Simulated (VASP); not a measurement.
SiNi, 8 atoms in the cell. Symmetry: Pnma, No. 62, orthorhombic system. Conventional cell: a = 5.236 Å, b = 3.379 Å, c = 5.673 Å, α = 90.00°, β = 90.00°, γ = 90.00°. Ni (site symmetry m) has 6 Si at 2.31 to 2.43 Å and 4 Ni at 2.71 to 2.72 Å within 3.0 Å. Within 3.0 Å of Si (site symmetry m) lie 6 Ni at 2.31 to 2.43 Å and 2 Si at 2.69 Å. 

| Property | Result |
| --- | --- |
| Program | VASP 6.6.1 |
| Task | single point |
| Functional | PBEsol |
| Potentials or basis | VASP PAW PBE potentials, release 64 (Ni, Si) |
| Cutoff | 520 eV |
| k mesh | 7 × 10 × 6 |
| Occupations | fermi-dirac, width 0.1 eV |
| Spin | no spin polarisation |
| Dipole correction | no |
| Further INCAR settings | ALGO = Normal; EDIFF = 1e-06; NBANDS = 38 |

Potentials or basis: VASP PAW PBE potentials, release 64 (Ni, Si).

The run is started by

```sh
$ cat potpaw_PBE.64/Ni/POTCAR potpaw_PBE.64/Si/POTCAR > POTCAR
$ mpirun -np 1 vasp_std > vasp.out
```

Hardware: 1 thread of Intel(R) Xeon(R) Platinum 8259CL CPU @ 2.50GHz (Skylake/Cascade Lake), with other jobs on the host.

Q: How long does it take, and how much memory?

A: Run time: 5 min on 1 thread of Intel(R) Xeon(R) Platinum 8259CL CPU @ 2.50GHz (Skylake/Cascade Lake), on a shared host, peak memory 0.4 GiB. Counts: scf iterations 15, k points 96.
